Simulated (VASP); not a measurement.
Wanted: the native input for a VASP 6.6.1 run.

```
Task                   : single point
Functional             : PBE
Potentials or basis    : VASP PAW PBE potentials, release 64 (Si, Ge_d)
Cutoff                 : 520 eV
k mesh                 : 12 × 12 × 8
Occupations            : gaussian, width 0.1 eV
Spin                   : no spin polarisation
Dipole correction      : no
Further INCAR settings : ALGO = Normal; EDIFF = 1e-06; NBANDS = 46
```

The structure of SiGe5 lies in POSCAR:

```
SiGe5
1.0
    5.2802207498      0.0000000000      0.0000000000
   -2.6401103749      4.5728053069      0.0000000000
    0.0000000000      0.0000000000      5.1676608771
Si Ge
1 5
Direct
    0.0000000000      0.0000000000      0.0000000000
    0.0000000000      0.5000000000      0.5000000000
    0.3333333333      0.6666666667      0.0000000000
    0.6666666667      0.3333333333      0.0000000000
    0.5000000000      0.0000000000      0.5000000000
    0.5000000000      0.5000000000      0.5000000000
```

The cell was built from a structure type or drawn by symmetry, and may not be a known phase.

The input as run:

INCAR

```
ALGO = Normal ; EDIFF = 1E-6
ENCUT = 520 ; GGA = PE
ISIF = 2 ; ISMEAR = 0
LASPH = T ; LCHARG = T
LELF = T ; LREAL = F
LVHAR = T ; LWAVE = F
NBANDS = 46 ; NELM = 100
PREC = Accurate ; SIGMA = 0.1
```

KPOINTS

```
k-points
0
Gamma
  12 12 8
```

Potentials or basis: VASP PAW PBE potentials, release 64 (Si, Ge_d).

Command:

```sh
$ cat potpaw_PBE.64/Si/POTCAR potpaw_PBE.64/Ge_d/POTCAR > POTCAR
$ mpirun -np 1 vasp_std > vasp.out
```

It gave:

```yaml
Pressure: -0.1 GPa
Band_gap_on_the_k_mesh: zero (bands 37 and 38 overlap by 3.27 eV)
```

It took 3.7 min on 1 thread of AMD EPYC 9R45 (Zen 5), on a shared host, peak memory 0.47 GiB.
